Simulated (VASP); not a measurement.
Set up this calculation in VASP 6.6.1, as the native input.

- Task: single point
- Functional: PBEsol
- Dispersion: D4
- Potentials or basis: VASP PAW PBE potentials, release 64 (As_d)
- Cutoff: 600 eV
- k mesh: 9 × 9 × 9
- Occupations: fermi-dirac, width 0.05 eV
- Spin: no spin polarisation
- Dipole correction: no
- Second run: valence_matched
- Further INCAR settings: ALGO = Normal; EDIFF = 1e-06; NBANDS = 22

The structure of As lies in POSCAR:

```
As
1.0
    1.8800635728      1.0854552098      3.2948946461
   -1.8800635728      1.0854552098      3.2948946461
    0.0000000000     -2.1709104197      3.2948946460
As
2
Direct
    0.2315424375      0.2315424375      0.2315424375
    0.7684575625      0.7684575625      0.7684575625
```

One way to write it, as run:

INCAR

```
ALGO = Normal
EDIFF = 1E-6
ENCUT = 600
GGA = PS
GGA_COMPAT = False
ISIF = 2
ISMEAR = -1
IVDW = 13
LASPH = True
LCHARG = False
LREAL = False
LWAVE = False
NBANDS = 22
NELM = 120
PREC = Accurate
SIGMA = 0.05
```

KPOINTS

```
k-points
0
Gamma
  9 9 9
```

Potentials or basis: VASP PAW PBE potentials, release 64 (As_d).

Run with:

```console
$ cat potpaw_PBE.64/As_d/POTCAR > POTCAR
$ mpirun -np 1 vasp_std > vasp.out
```

It gave:

- Pressure: 0.2 GPa
- Band gap on the k mesh: 0.04 eV, indirect (least direct gap 0.59 eV)
- Dispersion energy per atom: -0.273 eV

Caveat: the PAW data sets were made with another functional, which shifts forces and pressure a little.

It took 24 s on 1 thread of Intel(R) Xeon(R) 6975P-C (Granite Rapids), on a shared host, peak memory 0.22 GiB.
